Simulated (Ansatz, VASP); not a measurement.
One calculation of MoS2, two programs

```
CELL_PARAMETERS angstrom
3.16100 0.00000 0.00000
-1.58050 2.73751 0.00000
0.00000 0.00000 12.54090
ATOMIC_POSITIONS crystal
Mo 0.33333 0.66667 0.25000
Mo 0.66667 0.33333 0.75000
S 0.33333 0.66667 0.62750
S 0.66667 0.33333 0.12750
S 0.33333 0.66667 0.87250
S 0.66667 0.33333 0.37250
```

Change from the starting cell: zz strain of +2 %.

Alike in both runs: task single point; functional PBE; k mesh 10 × 10 × 3; occupations fermi-dirac, width 0.03 eV; no spin polarisation.

|  | VASP | Ansatz |
| --- | --- | --- |
| version | VASP 6.6.1 | Ansatz 0.2.0 |
| potentials or method | VASP PAW PBE potentials, release 64 (Mo_sv, S), cutoff 520 eV | all-electron LAPW, scalar-relativistic |

```tsv
	VASP	Ansatz	Ansatz less VASP
pressure (GPa)	5.2	5.4	+0.17
traceless stress, the component that is largest in VASP (GPa)	1.84	1.88	+0.040
rms of the force components (eV/Å)	0.274	0.282	+0.0077
```

Atom by atom the forces differ by 0.008 eV/Å (rms over components). Ansatz ran all-electron here, and VASP with PAW potentials.
